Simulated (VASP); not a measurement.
Set up this calculation in VASP 6.6.1, as the native input.

```
Task                   : single point
Functional             : LDA
Potentials or basis    : VASP PAW LDA potentials, release 64 (Ta_pv)
Cutoff                 : 520 eV
k mesh                 : 14 × 14 × 14
Occupations            : fermi-dirac, width 0.05 eV
Spin                   : non-collinear spin, zero start, spin-orbit coupling
Starting moments       : [[0.0, 0.0, 0.0]] μB
Dipole correction      : no
Further INCAR settings : ALGO = Normal; EDIFF = 1e-07; NBANDS = 22
```

The structure of Ta lies in POSCAR:

```
Ta
1.0
   -1.6549278069      1.6549278069      1.6549278069
    1.6549278069     -1.6549278069      1.6549278069
    1.6549278069      1.6549278069     -1.6549278069
Ta
1
Direct
    0.0000000000      0.0000000000      0.0000000000
```

These files were run (other wordings do the same):

INCAR

```
SYSTEM = Ta
PREC     = Accurate       ! precision mode
ENCUT    = 520            ! plane-wave cutoff, eV
EDIFF    = 1E-7           ! SCF threshold, eV
ISMEAR   = -1             ! smearing method
SIGMA    = 0.05           ! smearing width, eV
LREAL    = .False.        ! projectors in reciprocal space
LASPH    = .True.         ! aspherical terms in the spheres
NELM     = 150            ! most SCF steps
ALGO     = Normal         ! electronic algorithm
ISIF     = 2              ! what is computed and relaxed
LWAVE    = .False.        ! write WAVECAR
LCHARG   = .False.        ! write CHGCAR
MAGMOM   = 0 0 0          ! initial moments
LORBIT   = 11             ! projections on sites
LSORBIT  = .True.         ! spin-orbit coupling
GGA_COMPAT= .False.      
LORBMOM  = .True.       
LMAXMIX  = 4              ! l up to which the mixer works
NBANDS   = 22             ! bands
```

KPOINTS

```
Automatic mesh
0
Gamma
  14 14 14
  0 0 0
```

Potentials or basis: VASP PAW LDA potentials, release 64 (Ta_pv).

Launch:

```bash
$ cat potpaw_LDA.64/Ta_pv/POTCAR > POTCAR
$ mpirun -np 1 vasp_ncl > vasp.out
```

It gave:

The pressure is -9.4 GPa, the net moment is 0.00 μB per cell and the valence electrons inside the program's atomic spheres are Ta 8.95.

Run time: 60 s on 1 thread of Intel Xeon 6975P-C, on a shared host, peak memory 0.21 GiB.
